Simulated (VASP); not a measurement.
Here is a VASP 6.6.1 calculation.

File INCAR:

```
SYSTEM = C
PREC = Accurate
ENCUT = 600
EDIFF = 1E-7
ISMEAR = 0
SIGMA = 0.1
LREAL = .False.
LASPH = .True.
NELM = 80
ALGO = Normal
ISIF = 3
LWAVE = .False.
LCHARG = .False.
GGA = PS
IBRION = 2
NSW = 100
EDIFFG = -0.005
```

File KPOINTS:

```
Automatic mesh
0
Gamma
  21 21 6
  0 0 0
```

File POSCAR:

```
C
1.0
    2.4672912616      0.0000000000      0.0000000000
   -1.2336456308      2.1367369111      0.0000000000
    0.0000000000      0.0000000000      7.8030730000
C
4
Direct
    0.0000000000      0.0000000000      0.2500000000
    0.0000000000      0.0000000000      0.7500000000
    0.3333333300      0.6666666700      0.2500000000
    0.6666666700      0.3333333300      0.7500000000
```

Potentials or basis: VASP PAW PBE potentials, release 64 (C).

Run with:

```bash
$ cat potpaw_PBE.64/C/POTCAR > POTCAR
$ mpirun -np 1 vasp_std > vasp.out
```

**Question.** Estimate the band gap on the k mesh.

**Answer.** Zero (bands 8 and 9 overlap by 0.01 eV).

**Question.** Estimate the space group after relaxing (to 0.1 Å).

**Answer.** P6_3/mmc (No. 194).

Final structure:
```yaml
crystal:
  lattice:
    - [2.45966, 0.00000, 0.00000]
    - [-1.22983, 2.13013, 0.00000]
    - [0.00000, 0.00000, 7.06785]
  atoms:
    - { symbol: C, position: [0.00000, 0.00000, 0.25000] }
    - { symbol: C, position: [0.00000, 0.00000, 0.75000] }
    - { symbol: C, position: [0.33333, 0.66667, 0.25000] }
    - { symbol: C, position: [0.66667, 0.33333, 0.75000] }
```
